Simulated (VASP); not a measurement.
Set up this calculation in VASP 6.6.1, as the native input.

```yaml
Task: relaxation of cell and atoms
Functional: PBE
Potentials_or_basis: VASP PAW PBE potentials, release 64 (B)
Cutoff: 600 eV
k_mesh: 25 × 25 × 23
Occupations: fermi-dirac, width 0.1 eV
Spin: no spin polarisation
Target_pressure: 330 GPa
Dipole_correction: no
Further_INCAR_settings: ALGO = Normal; EDIFF = 1e-06; IBRION = 2; EDIFFG = -0.005; NSW = 60; ISIF = 3
```

The structure of B lies in POSCAR:

```
B
1.0
    1.6463548333      0.0000000000      0.0000000000
   -0.8231774167      1.4257851093      0.0000000000
    0.0000000000      0.0000000000      1.5475735433
B
1
Direct
    0.0000000000      0.0000000000      0.0000000000
```

This isn't the form of B at room conditions, which is rhombohedral.

One way to write it, as run:

INCAR

```
SYSTEM = B
PREC     = Accurate       ! precision mode
ENCUT    = 600            ! plane-wave cutoff, eV
EDIFF    = 1E-6           ! SCF threshold, eV
ISMEAR   = -1             ! smearing method
SIGMA    = 0.1            ! smearing width, eV
LREAL    = .FALSE.        ! projectors in reciprocal space
LASPH    = .TRUE.         ! aspherical terms in the spheres
NELM     = 100            ! most SCF steps
ALGO     = Normal         ! electronic algorithm
ISIF     = 3              ! what is computed and relaxed
LWAVE    = .FALSE.        ! write WAVECAR
LCHARG   = .FALSE.        ! write CHGCAR
GGA      = PE             ! functional
IBRION   = 2              ! ionic algorithm
NSW      = 60             ! ionic steps
EDIFFG   = -0.005         ! ionic threshold
PSTRESS  = 3300.0
```

KPOINTS

```
regular mesh
0
G
  25 25 23
  0 0 0
```

Potentials or basis: VASP PAW PBE potentials, release 64 (B).

The run is started by

```bash
$ cat potpaw_PBE.64/B/POTCAR > POTCAR
$ mpirun -np 1 vasp_std > vasp.out
```

It gave:

```json
{"Relaxed volume": "3.78 Å³/atom", "Relaxed cell": "a = 1.602 Å, b = 1.602 Å, c = 1.701 Å, α = 90.00°, β = 90.00°, γ = 120.00°", "Space group after relaxing (to 0.1 Å)": "P6/mmm (No. 191)", "Energy change on relaxing (the run minimises the enthalpy)": "-518.0 meV/atom", "Ionic steps": "12", "Pressure after relaxing": "330.1 GPa", "Band gap on the k mesh": "zero (an odd number of electrons rules out a gap without spin polarisation)"}
```

Caveat: the cell is relaxed towards a set pressure, so the run minimises the enthalpy, not the energy.

It took 86 s on 1 thread of AMD EPYC 7R13, with other jobs on the host, peak memory 0.09 GiB.
